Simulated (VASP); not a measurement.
Runs of VASP 6.6.1 on MgO. The structure is that of space group P-6m2 (No. 187), or close to it. The cells are those of the table. 

```tsv
level	cell	cutoff (eV)	gap on the mesh (eV)	pressure (GPa)	largest force (eV/Å)
PBE	a = 2.938, b = 2.971, c = 2.680 Å, angles 90.0, 90.0, 119.6°, 2 atoms	520	2.85	-2.4	0.01
PBE	a = 2.938, b = 2.839, c = 2.680 Å, angles 90.0, 90.0, 121.2°, 2 atoms	520	3.21	6.0	0.06
PBE	a = 2.938, b = 2.807, c = 2.680 Å, angles 90.0, 90.0, 121.6°, 2 atoms	520	3.23	(a)	0.11
PBE	a = 2.938, b = 2.872, c = 2.680 Å, angles 90.0, 90.0, 120.8°, 2 atoms	520	3.17	3.5	0.03
PBE+D3(BJ)	a = 2.938, b = 2.905, c = 2.680 Å, angles 90.0, 90.0, 120.4°, 2 atoms	600	3.14	-3.5	0.01
PBE	a = 2.938, b = 3.037, c = 2.680 Å, angles 90.0, 90.0, 118.9°, 2 atoms	520	2.54	(c)	0.05
PBE	a = 2.938, b = 2.971, c = 2.680 Å, angles 90.0, 90.0, 119.6°, 2 atoms	600	2.85	-2.6	0.01
PBE	a = 2.938, b = 3.054, c = 2.680 Å, angles 90.0, 90.0, 118.7°, 2 atoms	520	2.46	-6.2	0.06
PBE	a = 2.938, b = 2.905, c = 2.680 Å, angles 90.0, 90.0, 120.4°, 2 atoms	520	3.14	1.3	0.01
PBE	a = 2.938, b = 3.004, c = 2.680 Å, angles 90.0, 90.0, 119.3°, 2 atoms	520	(b)	-4.1	0.02
PBE	a = 2.938, b = 3.071, c = 2.680 Å, angles 90.0, 90.0, 118.6°, 2 atoms	520	(d)	-6.9	0.08
```

Alike in all rows: task single point; potentials or basis VASP PAW PBE potentials, release 64 (Mg, O); no spin polarisation; k mesh 12 × 12 × 8; smearing gaussian 0.05 eV.

Q: Estimate the missing entries.

A: (a) 8.6; (b) 2.69; (c) -5.6; (d) 2.38.

Caveats: three body term missing (some runs).

A k mesh can miss the band edges.
